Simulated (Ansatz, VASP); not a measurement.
One calculation of Rb, two programs

```
Rb
1.0
     4.43802    0.00000    0.00000
    -2.21901    3.84344    0.00000
     0.00000    0.00000    4.17174
Rb
1
Direct
  0.00000 0.00000 0.00000
```

Change from the starting cell: volume scaled by 0.75, LAPW.

Alike in both runs: task single point; functional PBE; k mesh 9 × 9 × 8; occupations fermi-dirac, width 0.05 eV; no spin polarisation.

```csv
,VASP,Ansatz
version,VASP 6.6.1,Ansatz 0.2.0
potentials or method,"VASP PAW PBE potentials, release 64 (Rb_sv), cutoff 520 eV","all-electron LAPW, scalar-relativistic"
```

```csv
,VASP,Ansatz,Ansatz less VASP
pressure (GPa),1.2,1.2,0.00
"traceless stress, the component that is largest in VASP (GPa)",-0.11,-0.11,-0.001
```

Ansatz ran all-electron here, and VASP with PAW potentials.
